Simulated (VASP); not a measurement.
Write the native input for VASP 6.6.1 that does the following.

| Quantity | Value |
| --- | --- |
| Task | single point |
| Functional | PBEsol |
| Potentials or basis | VASP PAW PBE potentials, release 64 (Sn_d) |
| Cutoff | 520 eV |
| k mesh | 8 × 8 × 11 |
| Occupations | fermi-dirac, width 0.1 eV |
| Spin | no spin polarisation |
| Dipole correction | no |
| Further INCAR settings | ALGO = Normal; EDIFF = 1e-07; NBANDS = 28 |

The structure of Sn lies in POSCAR:

```
Sn
1.0
    5.5146342805      0.0000000000      0.0000000000
   -2.7573171403      4.7758133795      0.0000000000
    0.0000000000      0.0000000000      3.3594850838
Sn
3
Direct
    0.0000000000      1.0000000000      0.0000000000
    0.3333333333      0.6666666667      0.5000000000
    0.6666666667      0.3333333333      0.5000000000
```

This cell differs from its parent crystal: volume scaled by 1.12.

One way to write it, as run:

INCAR

```
  ALGO = Normal
  EDIFF = 1E-7
  ENCUT = 520
  GGA = PS
  ISIF = 2
  ISMEAR = -1
  LASPH = T
  LCHARG = F
  LREAL = F
  LWAVE = F
  NBANDS = 28
  NELM = 100
  PREC = Accurate
  SIGMA = 0.1
```

KPOINTS

```
k-points
0
Gamma
  8 8 11
```

Potentials or basis: VASP PAW PBE potentials, release 64 (Sn_d).

The run is started by

```console
$ cat potpaw_PBE.64/Sn_d/POTCAR > POTCAR
$ mpirun -np 1 vasp_std > vasp.out
```

It gave:

```json
{
  "Pressure": "-4.5 GPa",
  "Band gap on the k mesh": "zero (band 21 reaches 8.32 eV, above the bottom of band 22 at 4.80 eV)"
}
```

Caveat: the PAW data sets were made with another functional, which shifts forces and pressure a little; spin-orbit coupling is left out, which moves the levels of the heavy elements.

Run time: 2.5 min on 1 thread of Intel Xeon 6975P-C (shared host), peak memory 0.27 GiB.
